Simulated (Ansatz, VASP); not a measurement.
TlPdF3: VASP beside Ansatz

File INCAR:

```
SYSTEM = TlPdF3
PREC = Accurate
ENCUT = 600
EDIFF = 1E-6
ISMEAR = 0
SIGMA = 0.083
LREAL = .False.
LASPH = .True.
NELM = 200
ALGO = Normal
ISIF = 2
LWAVE = .False.
LCHARG = .False.
ISPIN = 2
MAGMOM = 2 0 0 0 0
LORBIT = 11
LMAXMIX = 4
NBANDS = 34
GGA_COMPAT = .False.
```

KPOINTS

```
Automatic mesh
0
Gamma
  5 5 5
  0 0 0
```

Contents of POSCAR:

```
TlPdF3
1.0
    4.4242980200      0.0000000000      0.0000000000
    0.0000000000      4.4242980200      0.0000000000
    0.0000000000      0.0000000000      4.4242980200
Pd F Tl
1 3 1
Direct
    0.0000000000      0.0000000000      0.0000000000
    0.5000000000      0.0000000000      0.0000000000
    0.0000000000      0.5000000000      0.0000000000
    0.0000000000      0.0000000000      0.5000000000
    0.5000000000      0.5000000000      0.5000000000
```

Input for Ansatz:

```yaml
crystal:
  lattice:
    - [4.42429802, 0.0, 0.0]
    - [0.0, 4.42429802, 0.0]
    - [0.0, 0.0, 4.42429802]
  atoms:
    - { symbol: Pd, position: [0.0, 0.0, 0.0], spin: 2.0 }
    - { symbol: F, position: [0.5, 0.0, 0.0] }
    - { symbol: F, position: [0.0, 0.5, 0.0] }
    - { symbol: F, position: [0.0, 0.0, 0.5] }
    - { symbol: Tl, position: [0.5, 0.5, 0.5] }
kpoints:
  mp_grid: { grid: [5, 5, 5], shift: [0, 0, 0] }
  band_path:
    path:
      - [0.0, 0.0, 0.0]
      - [0.0, 0.5, 0.0]
      - [0.5, 0.5, 0.0]
      - [0.0, 0.0, 0.0]
      - [0.5, 0.5, 0.5]
      - [0.0, 0.5, 0.0]
      - [0.5, 0.5, 0.5]
      - [0.5, 0.5, 0.0]
    npoints: 8
magnetization:
  spin_polarized: true
scf:
  occupations: { method: gaussian, width: 0.083 }
  lower_state_search: "off"
  max_iter: 200
hamiltonian:
  pseudopotentials: { kind: paw }
  xc: lda
basis:
  ecutwfc: 420
  fft_grid_basis: typed
output:
  forces: true
  stress: true
  eigenvalues: true
  bader: true
  populations: true
  elf: true
  write_potential: true
  volumetric_format: npy
  dos:
    e_range: [-12, 8]
    de: 0.05
    projected: { site_lists: { F: [F], Pd: [Pd], Tl: [Tl] } }
checkpoint:
  read: saved_state
```

Alike in both runs: task single point; functional LDA; k mesh 5 × 5 × 5; occupations gaussian, width 0.083 eV; collinear spin.

```csv
,VASP,Ansatz
version,VASP 6.6.1,Ansatz 0.2.0
potentials or method,"VASP PAW LDA potentials, release 64 (Pd, F, Tl_d), cutoff 600 eV",PAW plane waves
valence electrons in the cell,44,52
```

```tsv
	VASP	Ansatz	Ansatz less VASP
pressure (GPa)	-11.1	-10.9	+0.20
net moment per atom (μB)	0.00	0.00	0.000
```

LDA's correlation is that of Perdew and Zunger in VASP and of Perdew and Wang (1992) in Ansatz. VASP's potentials hold 44 valence electrons a cell and Ansatz's 52, so a difference there can come from the potentials and not from the codes. Ansatz's warnings: seeded moment not kept, stability check not made.

Spin-orbit coupling is off throughout.
